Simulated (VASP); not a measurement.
Here is a VASP 6.6.1 calculation.

The input INCAR:

```
  PREC = Accurate
  ENCUT = 500
  EDIFF = 1E-6
  ISMEAR = 0
  SIGMA = 0.15
  LREAL = F
  LASPH = T
  NELM = 120
  ALGO = Normal
  ISIF = 2
  LWAVE = F
  LCHARG = T
  GGA = PE
  LELF = T
  LVHAR = T
  NBANDS = 16
  GGA_COMPAT = F
```

Contents of KPOINTS:

```
regular mesh
0
Gamma
  14 14 8
```

POSCAR

```
InSb
1.0
    3.1269598704      0.0000000000      0.0000000000
    0.0000000000      3.1269598704      0.0000000000
    0.0000000000      0.0000000000      6.0886907040
In Sb
1 1
Direct
    0.0000000000      0.0000000000      0.0000000000
    0.0000000000      0.0000000000      0.5000000000
```

Potentials or basis: VASP PAW PBE potentials, release 64 (In_d, Sb).

Command:

```console
$ cat potpaw_PBE.64/In_d/POTCAR potpaw_PBE.64/Sb/POTCAR > POTCAR
$ mpirun -np 1 vasp_std > vasp.out
```

(1) Predict the band gap on the k mesh.

(2) Predict the pressure.

Results:

(1) zero (bands 9 and 10 overlap by 5.43 eV).

(2) 0.0 GPa.

Caveat: the cell differs from its parent crystal (the cell strained); spin-orbit coupling is left out, which moves the levels of the heavy elements.
